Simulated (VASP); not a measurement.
The system is Ti.

```
Ti
1.0
     2.93858    0.00000    0.00000
    -1.46929    2.54489    0.00000
     0.00000    0.00000    4.65043
Ti
2
Direct
  0.33333 0.66667 0.25000
  0.66667 0.33333 0.75000
```

```yaml
Program: VASP 6.6.1
Task: relaxation of cell and atoms
Functional: PBE
Dispersion: D3(BJ)
Potentials_or_basis: VASP PAW PBE potentials, release 64 (Ti_sv)
Cutoff: 600 eV
k_mesh: 18 × 18 × 10
Occupations: gaussian, width 0.1 eV
Spin: no spin polarisation
```

At the start: pressure -6.1 GPa; volume 17.39 Å³/atom.

Problem. Where does the relaxation end?

Solution. Over 5 steps the energy falls by 18.4 meV/atom and the volume is 16.46 Å³/atom (-5.4 %); space group P6_3/mmc (No. 194, to 0.05 Å).

Step by step:
```csv
step,energy change (eV),largest force (eV/Å),pressure (GPa),volume (Å³)
1,0.0000,0.0000,-6.05,34.78
2,-0.0152,0.0000,5.34,31.57
3,-0.0368,0.0000,-0.01,32.92
4,-0.0368,0.0000,0.08,32.88
5,-0.0368,0.0000,0.00,32.91
```

Final structure:
```
CELL_PARAMETERS angstrom
2.88448 0.00000 0.00000
-1.44224 2.49804 0.00000
0.00000 0.00000 4.56788
ATOMIC_POSITIONS crystal
Ti 0.33333 0.66667 0.25000
Ti 0.66667 0.33333 0.75000
```

Caveat: pairwise dispersion overbinds metals, which lowers pressure and volume.
